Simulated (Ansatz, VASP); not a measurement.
Si3Cl2: VASP beside Ansatz

```xyz
5
Lattice="5.2064 0.0000 0.0000 -2.6032 4.5089 0.0000 0.0000 0.0000 4.8189" Properties=species:S:1:pos:R:3 pbc="T T T"
Si    0.0000    0.0000    3.7229
Si    0.0000    0.0000    1.0960
Si    2.6032    1.5030    0.0000
Cl    2.6032    1.5030    2.4095
Cl    0.0000    3.0059    0.0000
```

Change from the starting cell: species swapped into the Fe3Ge2 type (P-6m2, No. 187).

Alike in both runs: functional PBE; k mesh 4 × 4 × 3; occupations gaussian, width 0.2 eV; no spin polarisation.

Ansatz relaxed the structure, and its values are those at the end. VASP's run is a single point on that final structure, the one shown.

```csv
,VASP,Ansatz
version,VASP 6.6.1,Ansatz 0.2.0
potentials or method,"VASP PAW PBE potentials, release 64 (Si, Cl), cutoff 500 eV","scalar-relativistic, plane waves, PAW"
valence electrons in the cell,26,26
```

```tsv
	VASP	Ansatz	Ansatz less VASP
gap on the k mesh at the Fermi level (eV)	none	none	-
pressure (GPa)	-0.1	-0.1	+0.03
rms of the force components (eV/Å)	0.016	0.014	-0.0011
```

A gap of «none» marks a metal or a gap that the smearing closes.

The k mesh is coarse, so the values compare programs but aren't converged.
